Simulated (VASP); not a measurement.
# TaN (P-62m) in VASP: single point with r2SCAN

Aim: the single point of TaN with r2SCAN.

Everything below comes from runs of VASP 6.6.1. Logs are shortened: lines on timing, memory, paths and dates and some standing lists are left out, and cuts for length are marked.

## (1) The cell of the first run

It takes space group P-62m (No. 189, hexagonal). The conventional cell has a = 5.196 Å, b = 5.196 Å, c = 2.911 Å, α = 90.00°, β = 90.00°, γ = 120.00°. Within 2.7 Å of Ta (site symmetry -62m) lie 3 N at 2.04 Å. Within 3.0 Å of Ta (site symmetry -6) lie 6 N at 2.16 Å and 5 Ta at 2.91 to 3.00 Å. Within 3.0 Å of N (site symmetry m2m) lie 5 Ta at 2.04 to 2.16 Å and 6 N at 2.77 to 2.91 Å.

## (2) Single point, r2SCAN, non-collinear spin, zero start, spin-orbit coupling

The input, POSCAR:

```
TaN
1.0
    5.1960000000      0.0000000000      0.0000000000
   -2.5980000000      4.4998679981      0.0000000000
    0.0000000000      0.0000000000      2.9110000000
Ta N
3 3
Direct
    0.0000000000      0.0000000000      0.0000000000
    0.6666666667      0.3333333333      0.5000000000
    0.3333333333      0.6666666667      0.5000000000
    0.0000000000      0.3928500000      0.0000000000
    0.6071500000      0.6071500000      0.0000000000
    0.3928500000      0.0000000000      0.0000000000
```

The input, INCAR.step1:

```
SYSTEM = TaN
PREC = Accurate
ENCUT = 520
ISMEAR = -1
SIGMA = 0.05
LREAL = .False.
LASPH = .True.
NELM = 150
MAGMOM = 0 0 0 0 0 0 0 0 0 0 0 0 0 0 0 0 0 0
LSORBIT = .True.
GGA_COMPAT = .False.
LMAXMIX = 4
NBANDS = 64
GGA = PE
ALGO = Normal
EDIFF = 1E-4
LWAVE = .True.
LCHARG = .False.
```

The input, INCAR.step2:

```
SYSTEM = TaN
PREC = Accurate
ENCUT = 520
EDIFF = 1E-7
ISMEAR = -1
SIGMA = 0.05
LREAL = .False.
LASPH = .True.
NELM = 150
ALGO = Normal
ISIF = 2
LWAVE = .False.
LCHARG = .True.
MAGMOM = 0 0 0 0 0 0 0 0 0 0 0 0 0 0 0 0 0 0
LORBIT = 11
LSORBIT = .True.
GGA_COMPAT = .False.
LORBMOM = .True.
LMAXMIX = 4
METAGGA = R2SCAN
LMIXTAU = .True.
LVHAR = .True.
NBANDS = 64
ISTART = 1
```

The input, KPOINTS:

```
Automatic mesh
0
Gamma
  5 5 7
  0 0 0
```

Potentials or basis: VASP PAW PBE potentials, release 64 (Ta_pv, N).

On the command line:

```
> cat potpaw_PBE.64/Ta_pv/POTCAR potpaw_PBE.64/N/POTCAR > POTCAR
> cp INCAR.step1 INCAR
> mpirun -np 1 vasp_ncl > vasp.out
> cp INCAR.step2 INCAR
> mpirun -np 1 vasp_ncl > vasp.out
```

OUTCAR:

```text
SYSTEM = TaN
   PREC = Accurate
   ENCUT = 520
   EDIFF = 1E-7
   ISMEAR = -1
   LREAL = .False.
   LASPH = .True.
   NELM = 150
   ISIF = 2
   LORBIT = 11
   LSORBIT = .True.
   METAGGA = R2SCAN
   ISTART = 1

 ion  position               nearest neighbor table
   1  0.000  0.000  0.000-   6 2.04   5 2.04   4 2.04   3 3.33   2 3.33   2 3.33   3 3.33   2 3.33
                             2 3.33   3 3.33   3 3.33   2 3.33   2 3.33   3 3.33   3 3.33
   2  0.667  0.333  0.500-   4 2.16   4 2.16   6 2.16   6 2.16   5 2.16   5 2.16   3 3.00   3 3.00
                             3 3.00   1 3.33   1 3.33   1 3.33   1 3.33   1 3.33   1 3.33
   3  0.333  0.667  0.500-   6 2.16   6 2.16   4 2.16   4 2.16   5 2.16   5 2.16   2 3.00   2 3.00
                             2 3.00   1 3.33   1 3.33   1 3.33   1 3.33   1 3.33   1 3.33
   4  0.000  0.393  0.000-   1 2.04   2 2.16   2 2.16   3 2.16   3 2.16
   5  0.607  0.607  0.000-   1 2.04   3 2.16   3 2.16   2 2.16   2 2.16
   6  0.393  0.000  0.000-   1 2.04   3 2.16   3 2.16   2 2.16   2 2.16

  LATTYP: Found a hexagonal cell.
 ALAT       =     5.1960000000
 C/A-ratio  =     0.5602386451

  Lattice vectors:

 A1 = (   5.1960000000,   0.0000000000,   0.0000000000)
 A2 = (  -2.5980000000,   4.4998679981,   0.0000000000)
 A3 = (   0.0000000000,   0.0000000000,   2.9110000000)

Analysis of symmetry for initial positions (statically):
=====================================================================
 Subroutine PRICEL returns:
 Original cell was already a primitive cell.

 Routine SETGRP: Setting up the symmetry group for a
 hexagonal supercell.

 Subroutine GETGRP returns: Found 12 space group operations
 (whereof 12 operations were pure point group operations)
 out of a pool of 24 trial point group operations.

The static configuration has the point symmetry D_3h.

Analysis of symmetry for dynamics (positions and initial velocities):
=====================================================================
 Subroutine PRICEL returns:
 Original cell was already a primitive cell.

 Routine SETGRP: Setting up the symmetry group for a
 hexagonal supercell.

 Subroutine GETGRP returns: Found 12 space group operations
 (whereof 12 operations were pure point group operations)
 out of a pool of 24 trial point group operations.

The dynamic configuration has the point symmetry D_3h.

Analysis of structural, dynamic, and magnetic symmetry:
=====================================================================
 Subroutine PRICEL returns:
 Original cell was already a primitive cell.

 Routine SETGRP: Setting up the symmetry group for a
 hexagonal supercell.

 Subroutine GETGRP returns: Found 12 space group operations
 (whereof 12 operations were pure point group operations)
 out of a pool of 24 trial point group operations.

The overall configuration has the point symmetry D_3h.

 Subroutine INISYM returns: Found 12 space group operations
 (whereof 12 operations are pure point group operations),
 and found     1 'primitive' translations

----------------------------------------------------------------------------------------

                                     Primitive cell

  volume of cell :      68.0630

  direct lattice vectors                    reciprocal lattice vectors
     5.196000000  0.000000000  0.000000000     0.192455735  0.111114371  0.000000000
    -2.598000000  4.499867998  0.000000000     0.000000000  0.222228741  0.000000000
     0.000000000  0.000000000  2.911000000     0.000000000  0.000000000  0.343524562

  length of vectors
     5.196000000  5.196000000  2.911000000     0.222228741  0.222228741  0.343524562

  position of ions in fractional coordinates (direct lattice)
     0.000000000  0.000000000  0.000000000
     0.666666667  0.333333333  0.500000000
     0.333333333  0.666666667  0.500000000
     0.000000000  0.392850000  0.000000000
     0.607150000  0.607150000  0.000000000
     0.392850000  0.000000000  0.000000000

  ion indices of the primitive-cell ions
   primitive index   ion index
                 1           1
                 2           2
                 3           3
                 4           4
                 5           5
                 6           6

----------------------------------------------------------------------------------------

 KPOINTS: Automatic mesh

Automatic generation of k-mesh.
 Grid dimensions read from file:
 generate k-points for:    5    5    7

 Generating k-lattice:

  Cartesian coordinates                     Fractional coordinates (reciprocal lattice)
     0.038491147  0.022222874  0.000000000     0.200000000 -0.000000000  0.000000000
     0.000000000  0.044445748  0.000000000     0.000000000  0.200000000  0.000000000
     0.000000000  0.000000000  0.049074937     0.000000000  0.000000000  0.142857143

  Length of vectors
[... 95 lines left out ...]
 number of electron      48.0000002 magnetization       0.0000000      0.0000000     -0.0000000

 Free energy of the ion-electron system (eV)
  ---------------------------------------------------
  ext. energy  EPLUGINS =         0.00000000
  ---------------------------------------------------
  free energy    TOTEN  =      -183.22067593 eV

  energy without entropy =     -183.21857442  energy(sigma->0) =     -183.21962517

 E-fermi :   8.3437     XC(G=0): -13.9887

 val. band max:        8.2381321154   @ k =   0.2000   0.0000   0.1429
 cond. band min:       8.6159785245   @ k =   0.2000   0.0000   0.0000
 fundamental gap:      0.3778464091
 Fermi energy:         8.3436564021

 k-point     1 :       0.0000    0.0000    0.0000
  band No.  band energies     occupation
      1     -34.3294      1.00000
      2     -34.3294      1.00000
      3     -34.1795      1.00000
      4     -34.1795      1.00000
      5     -33.5842      1.00000
      6     -33.5842      1.00000
[... 1501 lines left out ...]
     59      11.9370      0.00000
     60      12.0641      0.00000

 [... further k-points ...]

 [bands above 60 left out]

------------------------ aborting loop because EDIFF is reached ----------------------------------------

  FORCE on cell =-STRESS in cart. coord.  units (eV):
  Direction    XX          YY          ZZ          XY          YZ          ZX
  --------------------------------------------------------------------------------------
  -------------------------------------------------------------------------------------
  Total        0.9814517      0.9814517      0.7805664      0.0000000     -0.0000000      0.0000000
  in kB       23.1030004     23.1030004     18.3742368      0.0000000     -0.0000000      0.0000000
  external PRESSURE =      21.5267459 kB  Pullay stress =       0.0000000 kB

 VOLUME and BASIS-vectors are now :
 -----------------------------------------------------------------------------
  energy-cutoff  :      520.00
  volume of cell :       68.06
      direct lattice vectors                 reciprocal lattice vectors
     5.196000000  0.000000000  0.000000000     0.192455735  0.111114371  0.000000000
    -2.598000000  4.499867998  0.000000000     0.000000000  0.222228741  0.000000000
     0.000000000  0.000000000  2.911000000     0.000000000  0.000000000  0.343524562

 POSITION                                       TOTAL-FORCE (eV/Angst)
 -----------------------------------------------------------------------------------
      0.00000      0.00000      0.00000         0.000000      0.000000     -0.000000
      2.59800      1.49996      1.45550         0.000000      0.000000     -0.000000
     -0.00000      2.99991      1.45550         0.000000     -0.000000     -0.000000
     -1.02062      1.76777      0.00000         0.028955     -0.050152     -0.000000
      1.57738      2.73209      0.00000         0.028955      0.050152      0.000000
      2.04125      0.00000      0.00000        -0.057911      0.000000     -0.000000
 -----------------------------------------------------------------------------------
    total drift:                               -0.000002     -0.000003      0.000000

  FREE ENERGIE OF THE ION-ELECTRON SYSTEM (eV)
  ---------------------------------------------------
  free  energy   TOTEN  =      -183.2206759261 eV

  energy  without entropy=     -183.2185744187  energy(sigma->0) =     -183.21962517

 orbital moment (x)

 # of ion     p       d       tot
 ----------------------------------------
  1        -0.000   0.000  -0.000
  2         0.000   0.000   0.000
  3         0.000  -0.000  -0.000
  4        -0.000   0.000  -0.000
  5        -0.000   0.000  -0.000
  6         0.000   0.000   0.000
 ----------------------------------------
            0.000   0.000   0.000

 orbital moment (y)

 # of ion     p       d       tot
 ----------------------------------------
  1         0.000  -0.000  -0.000
  2        -0.000  -0.000  -0.000
  3         0.000  -0.000  -0.000
  4         0.000   0.000   0.000
  5         0.000   0.000   0.000
  6         0.000   0.000   0.000
 ----------------------------------------
            0.000  -0.000  -0.000

 orbital moment (z)

 # of ion     p       d       tot
 ----------------------------------------
  1         0.000   0.000   0.000
  2        -0.000   0.000   0.000
  3         0.000  -0.000  -0.000
  4        -0.000   0.000  -0.000
  5         0.000   0.000   0.000
  6         0.000   0.000   0.000
 ----------------------------------------
            0.000  -0.000  -0.000

 Spin-Orbit-Coupling matrix elements

 Ion:    1  E_soc:     -1.2820741
 l=   1
     0.0000000    -0.1997319    -0.1952508
    -0.1997319     0.0000000    -0.1997319
    -0.1952508    -0.1997319     0.0000000
 l=   2
     0.0000000    -0.0024825     0.0000000    -0.0024825    -0.0098796
    -0.0024825     0.0000000    -0.0116716    -0.0031699    -0.0024825
     0.0000000    -0.0116716     0.0000000    -0.0116716     0.0000000
    -0.0024825    -0.0031699    -0.0116716     0.0000000    -0.0024825
    -0.0098796    -0.0024825     0.0000000    -0.0024825     0.0000000
 l=   3
     0.0000000     0.0000000     0.0000000     0.0000000     0.0000000     0.0000000     0.0000000
     0.0000000     0.0000000     0.0000000     0.0000000     0.0000000     0.0000000     0.0000000
     0.0000000     0.0000000     0.0000000     0.0000000     0.0000000     0.0000000     0.0000000
     0.0000000     0.0000000     0.0000000     0.0000000     0.0000000     0.0000000     0.0000000
[... 89 lines left out ...]
 l=   2
     0.0000000     0.0000000     0.0000000     0.0000000     0.0000000
     0.0000000     0.0000000     0.0000000     0.0000000     0.0000000
     0.0000000     0.0000000     0.0000000     0.0000000     0.0000000
     0.0000000     0.0000000     0.0000000     0.0000000     0.0000000
     0.0000000     0.0000000     0.0000000     0.0000000     0.0000000
 l=   3
     0.0000000     0.0000000     0.0000000     0.0000000     0.0000000     0.0000000     0.0000000
     0.0000000     0.0000000     0.0000000     0.0000000     0.0000000     0.0000000     0.0000000
     0.0000000     0.0000000     0.0000000     0.0000000     0.0000000     0.0000000     0.0000000
     0.0000000     0.0000000     0.0000000     0.0000000     0.0000000     0.0000000     0.0000000
     0.0000000     0.0000000     0.0000000     0.0000000     0.0000000     0.0000000     0.0000000
     0.0000000     0.0000000     0.0000000     0.0000000     0.0000000     0.0000000     0.0000000
     0.0000000     0.0000000     0.0000000     0.0000000     0.0000000     0.0000000     0.0000000

 total charge

# of ion       s       p       d       tot
------------------------------------------
    1        0.346   6.226   2.426   8.997
    2        0.301   6.266   2.383   8.951
    3        0.301   6.266   2.383   8.951
    4        1.252   2.589   0.000   3.841
    5        1.252   2.589   0.000   3.841
    6        1.252   2.589   0.000   3.841
--------------------------------------------------
tot          4.704  26.525   7.192  38.421

 magnetization (x)

# of ion       s       p       d       tot
------------------------------------------
    1        0.000   0.000   0.000   0.000
    2        0.000   0.000   0.000   0.000
    3       -0.000   0.000   0.000  -0.000
    4        0.000   0.000   0.000   0.000
    5        0.000   0.000   0.000   0.000
    6        0.000   0.000   0.000   0.000
--------------------------------------------------
tot         -0.000   0.000   0.000   0.000

 magnetization (y)

# of ion       s       p       d       tot
------------------------------------------
    1        0.000  -0.000  -0.000  -0.000
    2       -0.000   0.000   0.000   0.000
    3       -0.000   0.000  -0.000  -0.000
    4        0.000   0.000   0.000   0.000
    5        0.000   0.000   0.000   0.000
    6        0.000   0.000   0.000   0.000
--------------------------------------------------
tot         -0.000  -0.000   0.000  -0.000

 magnetization (z)

# of ion       s       p       d       tot
------------------------------------------
    1        0.000   0.000   0.000   0.000
    2        0.000   0.000   0.000   0.000
    3       -0.000  -0.000  -0.000  -0.000
    4        0.000   0.000   0.000   0.000
    5        0.000  -0.000   0.000  -0.000
    6        0.000  -0.000   0.000  -0.000
--------------------------------------------------
tot          0.000  -0.000   0.000   0.000
```

Run time: 12 min. Hardware: 1 thread of Intel Xeon 6975P-C (Granite Rapids), shared host; peak memory 0.5 GiB.

Results:

- Free energy: -183.2207 eV
- Pressure: 2.2 GPa
- Largest force: 0.058 eV/Å
- Net moment: 0.00 μB per cell
- Valence electrons inside the program's atomic spheres: Ta 9.00, 8.95 (each value once); N 3.84

Forces in eV/Å, atoms in the order of the input:
```
Ta   0.000  0.000  0.000
Ta   0.000  0.000  0.000
Ta   0.000  0.000  0.000
N    0.029 -0.050  0.000
N    0.029  0.050  0.000
N   -0.058  0.000  0.000
```

Moments on the atoms (μB; x, y, z):
```
Ta  0.00 0.00 0.00
Ta  0.00 0.00 0.00
Ta  0.00 0.00 0.00
N   0.00 0.00 0.00
N   0.00 0.00 0.00
N   0.00 0.00 0.00
```

Caveat: the PAW data sets were made with another functional, which shifts forces and pressure a little.
